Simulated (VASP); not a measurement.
# MgB2 (P6/mmm) in VASP: elastic constants with PBE

Aim: the elastic constants of MgB2 with PBE.

All numbers are computed with VASP 6.6.1; they aren't measurements. Logs are shortened: lines on timing, memory, paths and dates and some standing lists are left out, and cuts for length are marked.

### Step 1. The cell of the first run

It takes space group P6/mmm (No. 191, hexagonal). Conventional cell: a = 3.085 Å, b = 3.085 Å, c = 3.523 Å, α = 90.00°, β = 90.00°, γ = 120.00°. Mg (site symmetry 6/mmm) has 12 B at 2.51 Å and 6 Mg at 3.08 to 3.09 Å within 3.3 Å. B (site symmetry -6m2) has 3 B at 1.78 Å within 2.4 Å.

### Step 2. Elastic constants, PBE

INCAR

```
SYSTEM = MgB2
PREC = Accurate
ENCUT = 600
EDIFF = 1E-8
ISMEAR = -1
SIGMA = 0.05
LREAL = .False.
LASPH = .True.
NELM = 60
ALGO = Normal
ISIF = 3
LWAVE = .False.
LCHARG = .True.
GGA = PE
NBANDS = 11
IBRION = 6
NFREE = 2
POTIM = 0.015
NSW = 1
```

KPOINTS

```
regular mesh
0
Gamma
  7 7 6
  0 0 0
```

POSCAR

```
MgB2
1.0
    3.0850000000      0.0000000000      0.0000000000
   -1.5425000000      2.6716883707      0.0000000000
    0.0000000000      0.0000000000      3.5230000000
Mg B
1 2
Direct
    0.0000000000      0.0000000000      0.0000000000
    0.6666666667      0.3333333333      0.5000000000
    0.3333333333      0.6666666667      0.5000000000
```

Potentials or basis: VASP PAW PBE potentials, release 64 (Mg, B).

Command:

```bash
$ cat potpaw_PBE.64/Mg/POTCAR potpaw_PBE.64/B/POTCAR > POTCAR
$ mpirun -np 1 vasp_std > vasp.out
```

OUTCAR:

```text
SYSTEM = MgB2
   PREC = Accurate
   ENCUT = 600
   EDIFF = 1E-8
   ISMEAR = -1
   LREAL = .False.
   LASPH = .True.
   NELM = 60
   ISIF = 3
   GGA = PE
   IBRION = 6
   NFREE = 2
   POTIM = 0.015
   NSW = 1

 ion  position               nearest neighbor table
   1  0.000  0.000  0.000-   2 2.51   3 2.51   2 2.51   3 2.51   2 2.51   2 2.51   3 2.51   3 2.51
                             2 2.51   2 2.51   3 2.51   3 2.51
   2  0.667  0.333  0.500-   3 1.78   3 1.78   3 1.78   1 2.51   1 2.51   1 2.51   1 2.51   1 2.51
                             1 2.51
   3  0.333  0.667  0.500-   2 1.78   2 1.78   2 1.78   1 2.51   1 2.51   1 2.51   1 2.51   1 2.51
                             1 2.51

  LATTYP: Found a hexagonal cell.
 ALAT       =     3.0850000000
 C/A-ratio  =     1.1419773096

  Lattice vectors:

 A1 = (   3.0850000000,   0.0000000000,   0.0000000000)
 A2 = (  -1.5425000000,   2.6716883707,   0.0000000000)
 A3 = (   0.0000000000,   0.0000000000,   3.5230000000)

Analysis of symmetry for initial positions (statically):
=====================================================================
 Subroutine PRICEL returns:
 Original cell was already a primitive cell.

 Routine SETGRP: Setting up the symmetry group for a
 hexagonal supercell.

 Subroutine GETGRP returns: Found 24 space group operations
 (whereof 24 operations were pure point group operations)
 out of a pool of 24 trial point group operations.

The static configuration has the point symmetry D_6h.

Analysis of symmetry for dynamics (positions and initial velocities):
=====================================================================
 Subroutine PRICEL returns:
 Original cell was already a primitive cell.

 Routine SETGRP: Setting up the symmetry group for a
 hexagonal supercell.

 Subroutine GETGRP returns: Found 24 space group operations
 (whereof 24 operations were pure point group operations)
 out of a pool of 24 trial point group operations.

The dynamic configuration has the point symmetry D_6h.

 Subroutine INISYM returns: Found 24 space group operations
 (whereof 24 operations are pure point group operations),
 and found     1 'primitive' translations

----------------------------------------------------------------------------------------

                                     Primitive cell

  volume of cell :      29.0371

  direct lattice vectors                    reciprocal lattice vectors
     3.085000000  0.000000000  0.000000000     0.324149109  0.187147575  0.000000000
    -1.542500000  2.671688371  0.000000000     0.000000000  0.374295150  0.000000000
     0.000000000  0.000000000  3.523000000     0.000000000  0.000000000  0.283848992

  length of vectors
     3.085000000  3.085000000  3.523000000     0.374295150  0.374295150  0.283848992

  position of ions in fractional coordinates (direct lattice)
     0.000000000  0.000000000  0.000000000
     0.666666667  0.333333333  0.500000000
     0.333333333  0.666666667  0.500000000

  ion indices of the primitive-cell ions
   primitive index   ion index
                 1           1
                 2           2
                 3           3

----------------------------------------------------------------------------------------

 KPOINTS: regular mesh

Automatic generation of k-mesh.
 Grid dimensions read from file:
 generate k-points for:    7    7    6

 Generating k-lattice:

  Cartesian coordinates                     Fractional coordinates (reciprocal lattice)
     0.046307016  0.026735368  0.000000000     0.142857143  0.000000000  0.000000000
     0.000000000  0.053470736  0.000000000     0.000000000  0.142857143  0.000000000
     0.000000000  0.000000000  0.047308165     0.000000000  0.000000000  0.166666667

  Length of vectors
     0.053470736  0.053470736  0.047308165

  Shift w.r.t. Gamma in fractional coordinates (k-lattice)
     0.000000000  0.000000000  0.000000000

 Subroutine IBZKPT returns following result:
 ===========================================

 Found     32 irreducible k-points:

 Following reciprocal coordinates:
            Coordinates               Weight
  0.000000  0.000000  0.000000      1.000000
[... 67 lines left out ...]
   GGA     = PE    functional components
   LHFCALC =     F    Hartree Fock is set to
   AEXX    =    0.0000 exact exchange contribution
   IVDW    =     0    specifies the selected vdW correction
   LEPSILON=     F    determine dielectric tensor
   LRPA    =     F    only Hartree local field effects (RPA)
 finite differences with symmetry
 non-spin polarized calculation
  energy-cutoff  :      600.00
  volume of cell :       29.04
 maximum number of plane-waves:       986
 NGX is ok and might be reduce to    28
   NGX = 13   NGY = 13   NGZ = 15

--------------------------------------- Ionic step        1  -------------------------------------------

 number of electron       8.0000000 magnetization

 Free energy of the ion-electron system (eV)
  ---------------------------------------------------
  ext. energy  EPLUGINS =         0.00000000
  ---------------------------------------------------
  free energy    TOTEN  =       -15.33223875 eV

  energy without entropy =      -15.32485243  energy(sigma->0) =      -15.32854559

------------------------ aborting loop because EDIFF is reached ----------------------------------------

  FORCE on cell =-STRESS in cart. coord.  units (eV):
  Direction    XX          YY          ZZ          XY          YZ          ZX
  --------------------------------------------------------------------------------------
  -------------------------------------------------------------------------------------
  Total       -0.3886039     -0.3886039      0.0259144     -0.0000000      0.0000000      0.0000000
  in kB      -21.4419415    -21.4419415      1.4298734     -0.0000000      0.0000000      0.0000000
  external PRESSURE =     -13.8180032 kB  Pullay stress =       0.0000000 kB
[... 92 lines left out ...]
  FREE ENERGIE OF THE ION-ELECTRON SYSTEM (eV)
  ---------------------------------------------------
  free  energy   TOTEN  =       -15.3294935528 eV

  energy  without entropy=      -15.3225804516  energy(sigma->0) =      -15.32603700

[... ionic steps 4 to 18 ...]

--------------------------------------- Ionic step       19  -------------------------------------------

 number of electron       8.0000000 magnetization

------------------------ aborting loop because EDIFF is reached ----------------------------------------
[... 69 lines left out ...]
--------------------------------------- Ionic step       21  -------------------------------------------

 number of electron       8.0000000 magnetization

 Free energy of the ion-electron system (eV)
  ---------------------------------------------------
  ext. energy  EPLUGINS =         0.00000000
  ---------------------------------------------------
  free energy    TOTEN  =       -15.33102252 eV

  energy without entropy =      -15.32364638  energy(sigma->0) =      -15.32733445

 E-fermi :   5.1032     XC(G=0): -10.9133

 val. band max:        5.0894625339   @ k =   0.4286   0.0000   0.0000
 cond. band min:       5.1308936917   @ k =   0.1429  -0.0000   0.3333
 fundamental gap:      0.0414311577
 Fermi energy:         5.1032390030

 k-point     1 :       0.0000    0.0000    0.0000
  band No.  band energies     occupation
      1      -7.1667      2.00000
      2       2.3214      2.00000
      3       5.5944      0.00011
      4       5.5944      0.00011
      5       6.9225      0.00000
      6      11.5381      0.00000
      7      11.5381      0.00000
      8      13.3275      0.00000
      9      15.1789      0.00000
     10      17.8981      0.00000
     11      21.4196      0.00000
[... 309 lines left out ...]
 k-point    24 :       0.2857    0.2857    0.3333
  band No.  band energies     occupation
      1      -2.4706      2.00000
      2      -0.6208      2.00000
      3       0.4042      2.00000
      4       2.9899      2.00000
      5       5.0085      1.73877
      6       9.9772      0.00000
      7      15.1312      0.00000
      8      15.6256      0.00000
      9      16.3736      0.00000
     10      18.3246      0.00000
     11      19.7083      0.00000

 [... further k-points ...]

------------------------ aborting loop because EDIFF is reached ----------------------------------------

  FORCE on cell =-STRESS in cart. coord.  units (eV):
  Direction    XX          YY          ZZ          XY          YZ          ZX
  --------------------------------------------------------------------------------------
  -------------------------------------------------------------------------------------
  Total       -0.3872937     -0.3872937      0.0265087      0.0000000      0.0000000      0.0000000
  in kB      -21.3696482    -21.3696482      1.4626665      0.0000000      0.0000000      0.0000000
  external PRESSURE =     -13.7588767 kB  Pullay stress =       0.0000000 kB
[... 18 lines left out ...]
  FREE ENERGIE OF THE ION-ELECTRON SYSTEM (eV)
  ---------------------------------------------------
  free  energy   TOTEN  =       -15.3310225180 eV

  energy  without entropy=      -15.3236463786  energy(sigma->0) =      -15.32733445

 INTERNAL STRAIN TENSORS FROM STRAINED CELLS
 ============================================

 INTERNAL STRAIN TENSOR FOR ION    1 for displacements in x,y,z  (eV/Angst):
          X           Y           Z          XY          YZ          ZX
  --------------------------------------------------------------------------------
  x     0.00000     0.00000    -0.00000    -0.00000     0.00000    -0.00000
  y     0.00000    -0.00000     0.00000    -0.00000     0.00000     0.00000
  z     0.00000     0.00000     0.00000     0.00000    -0.00000     0.00000

 INTERNAL STRAIN TENSORS FROM DISPLACED ATOMS
 ============================================

 INTERNAL STRAIN TENSOR FOR ION    1 for displacements in x,y,z  (eV/Angst):
          X           Y           Z          XY          YZ          ZX
  --------------------------------------------------------------------------------
  x     0.00000     0.00000     0.00000     0.00000     0.00000     0.00000
  y     0.00000     0.00000     0.00000     0.00000     0.00000     0.00000
  z     0.00000     0.00000     0.00000     0.00000     0.00000     0.00000

 INTERNAL STRAIN TENSOR FOR ION    3 for displacements in x,y,z  (eV/Angst):
          X           Y           Z          XY          YZ          ZX
  --------------------------------------------------------------------------------
  x     0.00000     0.00000     0.00000    -3.90581     0.00000     0.00000
  y    -3.90581     3.90581    -0.00000     0.00000     0.00000     0.00000
  z     0.00000     0.00000     0.00000     0.00000     0.00000     0.00000

 Eigenvectors and eigenvalues of the dynamical matrix
 ----------------------------------------------------

   1 f  =   20.314562 THz   127.640158 2PiTHz  677.620850 cm-1    84.014240 meV
             X         Y         Z           dx          dy          dz
      0.000000  0.000000  0.000000    -0.000000   -0.000000    0.000000
      1.542500  0.890563  1.761500    -0.000000   -0.000000   -0.707107
     -0.000000  1.781126  1.761500     0.000000    0.000000    0.707107
[... 43 lines left out ...]
   9 f/i=    0.000396 THz     0.002487 2PiTHz    0.013203 cm-1     0.001637 meV
             X         Y         Z           dx          dy          dz
      0.000000  0.000000  0.000000     0.000000   -0.000000   -0.727490
      1.542500  0.890563  1.761500     0.000000   -0.000000   -0.485159
     -0.000000  1.781126  1.761500     0.000000   -0.000000   -0.485159

--------------------------------------------------------------------------------------------------------

 ELASTIC MODULI CONTR FROM IONIC RELAXATION (kBar)
 Direction    XX          YY          ZZ          XY          YZ          ZX
 --------------------------------------------------------------------------------
 XX        -152.3702    152.3702     -0.0000      0.0000      0.0000     -0.0000
 YY         152.3702   -152.3702      0.0000     -0.0000      0.0000      0.0000
 ZZ          -0.0000      0.0000     -0.0000      0.0000      0.0000     -0.0000
 XY           0.0000     -0.0000      0.0000   -152.3702      0.0000      0.0000
 YZ           0.0000      0.0000      0.0000      0.0000      0.0000      0.0000
 ZX          -0.0000      0.0000     -0.0000      0.0000      0.0000     -0.0000
 --------------------------------------------------------------------------------

 TOTAL ELASTIC MODULI (kBar)
 Direction    XX          YY          ZZ          XY          YZ          ZX
 --------------------------------------------------------------------------------
 XX        3975.6037    704.0178    393.1120      0.0000      0.0000      0.0000
 YY         704.0178   3975.6037    393.1120     -0.0000      0.0000      0.0000
 ZZ         393.1120    393.1120   2571.9922      0.0000     -0.0000      0.0000
 XY           0.0000     -0.0000      0.0000   1635.7930      0.0000      0.0000
 YZ           0.0000      0.0000     -0.0000      0.0000    715.0036      0.0000
 ZX           0.0000      0.0000      0.0000     -0.0000      0.0000    715.0036
 --------------------------------------------------------------------------------
```

Wall time 8.6 min (1 thread of Intel Xeon 8259CL, shared host); peak memory 0.22 GiB.

What came out:

- Voigt bulk modulus: 150 GPa
- Highest phonon frequency at Γ: 678 cm⁻¹

Phonon frequencies in cm⁻¹ (negative: imaginary):
```tsv
q point	frequencies
(0.000, 0.000, 0.000)	0 0 0 330 330 400 527 527 678
```

Elastic tensor in Voigt notation (GPa, in the Cartesian axes of the cell as first typed):
```
398  70  39   0   0   0
 70 398  39   0   0   0
 39  39 257   0   0   0
  0   0   0  72   0   0
  0   0   0   0  72   0
  0   0   0   0   0 164
```

Clamped-ion elastic tensor (GPa):
```
413  55  39   0   0   0
 55 413  39   0   0   0
 39  39 257   0   0   0
  0   0   0  72   0   0
  0   0   0   0  72   0
  0   0   0   0   0 179
```

Caveat: the cell is under stress, which shifts elastic constants.
